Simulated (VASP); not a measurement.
# CO2 in VASP: a series of runs

Runs on CO2. Level: PBE+D3(BJ). Tasks: single point.

Everything below comes from runs of VASP 6.6.1. Logs are shortened: lines on timing, memory, paths and dates and some standing lists are left out, and cuts for length are marked.

## 1. The cell of the first run

The cell holds a disordered packing, 36 atoms: a = 8.589 Å, b = 8.589 Å, c = 8.589 Å, α = 90.00°, β = 90.00°, γ = 90.00°.

## 2. Single point, PBE+D3(BJ)

Contents of INCAR:

```
PREC = Accurate ; ENCUT = 910
EDIFF = 1E-6 ; ISMEAR = -1
SIGMA = 0.05 ; LREAL = Auto
LASPH = True ; NELM = 120
ALGO = Normal ; ISIF = 2
LWAVE = False ; LCHARG = True
GGA = PE ; IVDW = 12
LELF = True ; LVHAR = True
NBANDS = 120 ; GGA_COMPAT = False
```

Contents of KPOINTS:

```
regular mesh
0
Gamma
  1 1 1
```

Contents of POSCAR:

```
CO2
1.0
    8.5889170000      0.0000000000      0.0000000000
    0.0000000000      8.5889170000      0.0000000000
    0.0000000000      0.0000000000      8.5889170000
C O
12 24
Direct
    0.1142286041      0.4620838692      0.4010051558
    0.4974783200      0.8536349810     -0.0230063930
    0.7729496047      0.4744835699      0.5985737201
    0.1587510975      0.1051704190      0.7395111630
    0.3495900589      0.4508484597      0.0797888721
    1.0848166305      0.0708936878      0.2811530255
    0.1137512448      0.7228617997      0.8858742028
    0.7939650599      0.7868978126      0.1693810756
    0.4038227404      0.7951060652      0.4426984217
    0.7857102356      0.9511560072      0.7525861526
    0.7912522615      0.3737491001     -0.0087438265
    0.5624806946      0.1116322349      0.4213453221
    0.1828169954      0.4590916410      0.5208805720
    0.0849699677      0.4932752290      0.2665411716
    0.5009013360      0.7519574354     -0.1092920097
    0.4978159645      0.9501663597      0.0678898166
    0.7022072748      0.5794793453      0.6587326435
    0.8509920401      0.3788021237      0.5364820734
    0.2497637362      0.0074165346      0.7172149876
    0.0601356376      0.1964392018      0.7689910148
    0.4208796057      0.4692791885      0.1980692094
    0.2846109702      0.4328135899     -0.0389338959
    1.0106396418     -0.0170568653      0.3611863987
    1.1394684568      0.1656204152      0.1984068539
    0.1437550276      0.8119300722      0.9884948242
    0.0847021807      0.6363083960      0.7807503554
    0.7753596874      0.6876536355      0.2663083134
    0.8226415507      0.8735909312      0.0671097415
    0.5155364757      0.8224669071      0.5165843377
    0.2903159968      0.7844760870      0.3680440735
    0.9132466876      0.8927435205      0.7260403145
    0.6686058324      1.0124210072      0.7772807678
    0.8586880046      0.4900734283      0.0166377204
    0.7146302613      0.2616278630     -0.0284552756
    0.4275277081      0.1429749525      0.4221836117
    0.6960248888      0.0895339890      0.4078977594
```

Potentials or basis: VASP PAW PBE potentials, release 64 (C_h, O_h).

The run is started by

```console
$ cat potpaw_PBE.64/C_h/POTCAR potpaw_PBE.64/O_h/POTCAR > POTCAR
$ mpirun -np 1 vasp_gam > vasp.out
```

OUTCAR:

```text
PREC = Accurate
   ENCUT = 910
   EDIFF = 1E-6
   ISMEAR = -1
   LREAL = Auto
   LASPH = True
   NELM = 120
   ISIF = 2
   GGA = PE
   IVDW = 12
 IVDW          = 12

 ion  position               nearest neighbor table
   1  0.114  0.462  0.401-  13 1.19  14 1.21
   2  0.497  0.854  0.977-  16 1.14  15 1.15
   3  0.773  0.474  0.599-  18 1.19  17 1.20
   4  0.159  0.105  0.740-  19 1.16  20 1.18
   5  0.350  0.451  0.080-  22 1.17  21 1.20
   6  0.085  0.071  0.281-  24 1.18  23 1.20
   7  0.114  0.723  0.886-  25 1.20  26 1.20
   8  0.794  0.787  0.169-  28 1.18  27 1.20
   9  0.404  0.795  0.443-  30 1.17  29 1.17
  10  0.786  0.951  0.753-  32 1.15  31 1.23
  11  0.791  0.374  0.991-  33 1.18  34 1.18
  12  0.562  0.112  0.421-  36 1.17  35 1.19
  13  0.183  0.459  0.521-   1 1.19
  14  0.085  0.493  0.267-   1 1.21
  15  0.501  0.752  0.891-   2 1.15
  16  0.498  0.950  0.068-   2 1.14
  17  0.702  0.579  0.659-   3 1.20
  18  0.851  0.379  0.536-   3 1.19
[... 16 lines left out ...]
  35  0.428  0.143  0.422-  12 1.19
  36  0.696  0.090  0.408-  12 1.17

  LATTYP: Found a simple cubic cell.
 ALAT       =     8.5889170000

  Lattice vectors:

 A1 = (   8.5889170000,   0.0000000000,   0.0000000000)
 A2 = (   0.0000000000,   8.5889170000,   0.0000000000)
 A3 = (   0.0000000000,   0.0000000000,   8.5889170000)

Analysis of symmetry for initial positions (statically):
=====================================================================
 Subroutine PRICEL returns:
 Original cell was already a primitive cell.

 Routine SETGRP: Setting up the symmetry group for a
 simple cubic supercell.

 Subroutine GETGRP returns: Found  1 space group operations
 (whereof  1 operations were pure point group operations)
 out of a pool of 48 trial point group operations.

The static configuration has the point symmetry C_1 .

Analysis of symmetry for dynamics (positions and initial velocities):
=====================================================================
 Subroutine PRICEL returns:
 Original cell was already a primitive cell.

 Routine SETGRP: Setting up the symmetry group for a
 simple cubic supercell.

 Subroutine GETGRP returns: Found  1 space group operations
 (whereof  1 operations were pure point group operations)
 out of a pool of 48 trial point group operations.

The dynamic configuration has the point symmetry C_1 .

 Subroutine INISYM returns: Found  1 space group operations
 (whereof  1 operations are pure point group operations),
 and found     1 'primitive' translations

----------------------------------------------------------------------------------------

                                     Primitive cell

  volume of cell :     633.6001

  direct lattice vectors                    reciprocal lattice vectors
     8.588917000  0.000000000  0.000000000     0.116429114  0.000000000  0.000000000
     0.000000000  8.588917000  0.000000000     0.000000000  0.116429114  0.000000000
     0.000000000  0.000000000  8.588917000     0.000000000  0.000000000  0.116429114

  length of vectors
     8.588917000  8.588917000  8.588917000     0.116429114  0.116429114  0.116429114

  position of ions in fractional coordinates (direct lattice)
     0.114228604  0.462083869  0.401005156
     0.497478320  0.853634981  0.976993607
     0.772949605  0.474483570  0.598573720
     0.158751098  0.105170419  0.739511163
     0.349590059  0.450848460  0.079788872
     0.084816631  0.070893688  0.281153025
[... 28 lines left out ...]
     0.427527708  0.142974952  0.422183612
     0.696024889  0.089533989  0.407897759

  ion indices of the primitive-cell ions
   primitive index   ion index
                 1           1
                 2           2
                 3           3
                 4           4
                 5           5
                 6           6
[... 28 lines left out ...]
                35          35
                36          36

----------------------------------------------------------------------------------------

 KPOINTS: regular mesh

Automatic generation of k-mesh.
 Grid dimensions read from file:
 generate k-points for:    1    1    1

 Generating k-lattice:

  Cartesian coordinates                     Fractional coordinates (reciprocal lattice)
     0.116429114  0.000000000  0.000000000     1.000000000  0.000000000  0.000000000
     0.000000000  0.116429114  0.000000000     0.000000000  1.000000000  0.000000000
     0.000000000  0.000000000  0.116429114     0.000000000  0.000000000  1.000000000

  Length of vectors
     0.116429114  0.116429114  0.116429114

  Shift w.r.t. Gamma in fractional coordinates (k-lattice)
     0.000000000  0.000000000  0.000000000

 Subroutine IBZKPT returns following result:
 ===========================================

 Found      1 irreducible k-points:

 Following reciprocal coordinates:
            Coordinates               Weight
  0.000000  0.000000  0.000000      1.000000
   k-points           NKPTS =      1   k-points in BZ     NKDIM =      1   number of bands    NBANDS=    120
   number of dos      NEDOS =    301   number of ions     NIONS =     36
   total plane-waves  NPLWV = 729000
   dimension x,y,z NGX =    90 NGY =   90 NGZ =   90
   dimension x,y,z NGXF=   180 NGYF=  180 NGZF=  180
   ions per type =              12  24
   NGX,Y,Z   is equivalent  to a cutoff of  17.42, 17.42, 17.42 a.u.
   NGXF,Y,Z  is equivalent  to a cutoff of  34.84, 34.84, 34.84 a.u.
 SYSTEM =  unknown system
   PREC   = accura    normal or accurate (medium, high low for compatibility)
   ISTART =      0    job   : 0-new  1-cont  2-samecut
   ICHARG =      2    charge: 1-file 2-atom 10-const
   ISPIN  =      1    spin polarized calculation?
   LNONCOLLINEAR =      F non collinear calculations
   LSORBIT =      F    spin-orbit coupling
   LASPH  =      T    aspherical Exc in radial PAW
   ENCUT  =  910.0 eV  66.88 Ry    8.18 a.u.  21.13 21.13 21.13*2*pi/ulx,y,z
   NELM   =    120;   NELMIN=  2; NELMDL= -5     # of ELM steps
   EDIFF  = 0.1E-05   stopping-criterion for ELM
   LREAL  =      T    real-space projection
   EDIFFG = 0.1E-04   stopping-criterion for IOM
   NSW    =      0    number of steps for IOM
   IBRION =     -1    ionic relax: 0-MD 1-quasi-New 2-CG
   NFREE  =      0    steps in history (QN), initial steepest desc. (CG)
   ISIF   =      2    stress and relaxation
   ISYM   =      2    0-nonsym 1-usesym 2-fastsym
   POTIM  = 0.5000    time-step for ionic-motion
   TEBEG  =    0.0;   TEEND  =   0.0 temperature during run
   PSTRESS=    0.0 pullay stress
   NELECT =     192.0000    total number of electrons
   NUPDOWN=      -1.0000    fix difference up-down
   EMIN   =  10.00;   EMAX   =-10.00  energy-range for DOS
   EFERMI =   0.00;   METHOD = LEGACY
   ISMEAR =    -1;   SIGMA  =   0.05  broadening in eV -4-tet -1-fermi 0-gaus
   EFERMI_NEDOS =   21; number of points for ismear=-14 and -15
   IALGO  =     38    algorithm
   IMIX   =      4    mixing-type and parameters
     AMIX     =   0.40;   BMIX     =  1.00
     AMIX_MAG =   1.60;   BMIX_MAG =  1.00
  volume/ion in A,a.u.               =      17.60       118.77
  Fermi-wavevector in a.u.,A,eV,Ry     =   1.099605  2.077953 16.451238  1.209132
  Thomas-Fermi vector in A             =   2.236003
   LORBIT       =      0    0 simple, 1 ext, 2 COOP (PROOUT), +10 PAW based schemes
   GGA     = PE    functional components
   LHFCALC =     F    Hartree Fock is set to
   AEXX    =    0.0000 exact exchange contribution
   IVDW    =    12    specifies the selected vdW correction
   LEPSILON=     F    determine dielectric tensor
   LRPA    =     F    only Hartree local field effects (RPA)
 non-spin polarized calculation
  energy-cutoff  :      910.00
  volume of cell :      633.60
 maximum number of plane-waves:     19804
 NGX is ok and might be reduce to    90
   NGX = 43   NGY = 43   NGZ = 43

 number of electron     191.9999992 magnetization

 Free energy of the ion-electron system (eV)
  ---------------------------------------------------
  ext. energy  EPLUGINS =         0.00000000
  ---------------------------------------------------
  free energy    TOTEN  =      -277.40878117 eV

  energy without entropy =     -277.40878117  energy(sigma->0) =     -277.40878117

 E-fermi :  -2.5548     XC(G=0):  -7.0557

 val. band max:       -3.8078842359   @ k =   0.0000   0.0000   0.0000
 cond. band min:       1.9661030666   @ k =   0.0000   0.0000   0.0000
 fundamental gap:      5.7739873025
 Fermi energy:        -2.5548248731

 k-point     1 :       0.0000    0.0000    0.0000
  band No.  band energies     occupation
      1     -24.8140      2.00000
      2     -24.5046      2.00000
      3     -24.4640      2.00000
      4     -24.3568      2.00000
      5     -24.3350      2.00000
      6     -24.3296      2.00000
[... 100 lines left out ...]
    107       3.8328      0.00000
    108       3.9529      0.00000
 [bands above 108 left out]

------------------------ aborting loop because EDIFF is reached ----------------------------------------

 Edisp (eV)   -2.07044

 E8    (eV) :    -0.5248

  FORCE on cell =-STRESS in cart. coord.  units (eV):
  Direction    XX          YY          ZZ          XY          YZ          ZX
  --------------------------------------------------------------------------------------
  -------------------------------------------------------------------------------------
  Total      -8.97052    -6.47954   -11.74655     0.42005     2.40602    -0.24160
  in kB     -22.68365   -16.38473   -29.70336     1.06219     6.08408    -0.61094
  external pressure =      -22.92 kB  Pullay stress =        0.00 kB

 VOLUME and BASIS-vectors are now :
 -----------------------------------------------------------------------------
  energy-cutoff  :      910.00
  volume of cell :      633.60
      direct lattice vectors                 reciprocal lattice vectors
     8.588917000  0.000000000  0.000000000     0.116429114  0.000000000  0.000000000
     0.000000000  8.588917000  0.000000000     0.000000000  0.116429114  0.000000000
     0.000000000  0.000000000  8.588917000     0.000000000  0.000000000  0.116429114

 POSITION                                       TOTAL-FORCE (eV/Angst)
 -----------------------------------------------------------------------------------
      0.98110      3.96880      3.44420         2.146687      2.134462     -2.237512
      4.27280      7.33180      8.39132        -0.117124     -0.613135     -0.326340
      6.63880      4.07530      5.14110        -0.210159      1.758604      0.452583
      1.36350      0.90330      6.35160        -1.600154      0.853726      0.746746
      3.00260      3.87230      0.68530         1.087144      0.131233      1.282171
      0.72848      0.60890      2.41480        -2.088037     -0.933158      0.851753
[... 28 lines left out ...]
      3.67200      1.22800      3.62610         1.613737     -0.484577      0.299310
      5.97810      0.76900      3.50340        -0.050429     -0.129010      0.263004
 -----------------------------------------------------------------------------------
    total drift:                               -0.003314      0.004581      0.005457

  FREE ENERGIE OF THE ION-ELECTRON SYSTEM (eV)
  ---------------------------------------------------
  free  energy   TOTEN  =      -279.4792260272 eV

  energy  without entropy=     -279.4792260271  energy(sigma->0) =     -279.47922603
```

Run time: 3.5 min. Hardware: 1 thread of Intel Xeon 6975P-C (Granite Rapids), shared host; peak memory 1.2 GiB.

What came out:

- Free energy: -279.4792 eV
- Pressure: -2.3 GPa
- Largest force: 5.395 eV/Å
- Band gap on the k mesh: 5.77 eV
- Dispersion energy per atom: -0.058 eV

Forces in eV/Å, atoms in the order of the input:
```
C    2.147  2.134 -2.238
C   -0.117 -0.613 -0.326
C   -0.210  1.759  0.453
C   -1.600  0.854  0.747
C    1.087  0.131  1.282
C   -2.088 -0.933  0.852
C   -0.091 -0.335 -0.714
C    0.490 -2.128  1.280
C   -0.028  0.819  0.149
C    4.929 -1.882 -1.127
C   -0.501  0.217  0.367
C   -1.574  0.908 -0.691
O   -1.474 -0.770 -0.908
O   -0.492 -1.259  3.139
O   -0.105 -2.126 -1.780
O   -0.271  2.646  2.360
O    1.375 -2.665 -1.207
O   -1.261  0.866  0.768
O    0.703 -0.209 -0.326
O    0.998 -0.474 -0.376
O   -1.066 -0.269 -1.856
O    0.254  0.012  0.586
O    2.012  1.663 -1.492
O    0.113 -0.857  0.574
O   -0.366 -1.538 -1.449
O    0.658  1.641  2.238
O   -0.010  2.458 -1.779
O   -0.415 -0.305  0.861
O   -0.265 -0.635 -0.190
O    0.195 -0.463  0.045
O   -4.267  1.763  0.656
O   -0.821  0.355 -0.077
O   -0.127 -0.730 -0.425
O    0.626  0.579  0.040
O    1.614 -0.485  0.299
O   -0.050 -0.129  0.263
```

Stress tensor (GPa, compression positive):
```
-2.27  0.11 -0.06
 0.11 -1.64  0.61
-0.06  0.61 -2.97
```

Caveat: the k points lie up to 0.73 Å⁻¹ apart; the cutoff is under 1.25 times the usual one of these potentials, so pressure, stress and relaxed cells hold a basis-set (Pulay) error; the atoms stand as in a frame of molecular dynamics.

(Part 1 of 2 ends here.)
